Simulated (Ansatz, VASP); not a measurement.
**Two plane-wave programs on Te2Mo**

```
Te Mo
1.0
     3.44638    0.00000    0.00000
    -1.72319    2.98465    0.00000
     0.00000    0.00000   13.68834
Te Mo
4 2
Direct
  0.66667 0.33333 0.37900
  0.33333 0.66667 0.87900
  0.66667 0.33333 0.12100
  0.33333 0.66667 0.62100
  0.66667 0.33333 0.75000
  0.33333 0.66667 0.25000
```

Alike in both runs: task single point; functional r2SCAN; dispersion D3(BJ); k mesh 9 × 9 × 2; occupations fermi-dirac, width 0.05 eV; no spin polarisation.

|  | VASP | Ansatz |
| --- | --- | --- |
| version | VASP 6.6.1 | Ansatz 0.2.0 |
| potentials or method | VASP PAW PBE potentials, release 64 (Te, Mo_sv) | Ansatz PAW |
| plane-wave cutoff (eV) | 520 | 500 |
| valence electrons in the cell | 52 | 92 |

|  | VASP | Ansatz | Ansatz less VASP |
| --- | --- | --- | --- |
| gap on the k mesh at the Fermi level (eV) | 0.85 | 0.86 | +0.008 |
| least direct gap on the mesh (eV) | 1.23 | 1.23 | -0.002 |
| pressure (GPa) | 8.2 | 8.1 | -0.15 |
| traceless stress, the component that is largest in VASP (GPa) | 0.80 | 0.73 | -0.072 |
| rms of the force components (eV/Å) | 0.427 | 0.411 | -0.0156 |

VASP's potentials were made for PBE, not for r2SCAN. Atom by atom the forces differ by 0.016 eV/Å (rms over components). VASP's potentials hold 52 valence electrons a cell and Ansatz's 92, so a difference there can come from the potentials and not from the codes.

Neither program's run includes spin-orbit coupling. Noted on Ansatz's run: odd divisions of the mesh miss points on the zone boundary, where band edges often lie, so the gap on the mesh can be too wide.
